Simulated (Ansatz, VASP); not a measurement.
TiSi5 in VASP and in Ansatz

```
CELL_PARAMETERS angstrom
2.22082 -3.84657 0.00000
-4.44164 0.00000 0.00000
0.00000 0.00000 -5.12949
ATOMIC_POSITIONS crystal
Si 0.00000 0.00000 0.50165
Si 0.00000 0.00000 0.99835
Si 0.33333 0.66667 0.25000
Si 0.33333 0.66667 0.75000
Si 0.66667 0.33333 0.75000
Ti 0.66667 0.33333 0.25000
```

Alike in both runs: functional r2SCAN; k mesh 12 × 12 × 8; occupations gaussian, width 0.1 eV; no spin polarisation.

Ansatz relaxed the structure, and its values are those at the end. VASP's run is a single point on that final structure, the one shown.

|  | VASP | Ansatz |
| --- | --- | --- |
| version | VASP 6.6.1 | Ansatz 0.2.0 |
| potentials or method | VASP PAW PBE potentials, release 64 (Si, Ti_sv), cutoff 520 eV | scalar-relativistic, plane waves, PAW |
| valence electrons in the cell | 32 | 32 |

Ansatz gave:

```
gap on the k mesh at the Fermi level (eV) : none
pressure (GPa)                            : 0.0
rms of the force components (eV/Å)        : 0.000
```

What did VASP give for the same quantities?

gap on the k mesh at the Fermi level (eV): none; pressure (GPa): 0.2; rms of the force components (eV/Å): 0.004.

VASP's potentials were made for PBE, not for r2SCAN. A gap of «none» marks a metal or a gap that the smearing closes.
